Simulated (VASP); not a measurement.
Runs of VASP 6.6.1 on Ca. The structure is that of space group Im-3m (No. 229), or close to it. The cells are those of the table. 

| cell | k mesh | gap on the mesh (eV) | pressure (GPa) |
| --- | --- | --- | --- |
| a = 4.035 Å, angles 109.5°, 1 atom | 6 × 6 × 6 | none | -2.2 |
| a = 3.961 Å, angles 109.5°, 1 atom | 6 × 6 × 6 | none | -1.7 |
| a = 3.722 Å, angles 109.5°, 1 atom | 6 × 6 × 6 | none | (a) |
| a = 4.035 Å, angles 109.5°, 1 atom | 12 × 12 × 12 | none | -2.3 |

Alike in all rows: task single point; level PBE; potentials or basis VASP PAW PBE potentials, release 64 (Ca_sv); no spin polarisation; cutoff (eV) 500; smearing gaussian 0.1 eV.

**Question.** Fill in the values left out.

**Answer.** (a) 1.1.

A gap of «none» marks levels without a gap at the run's occupations.
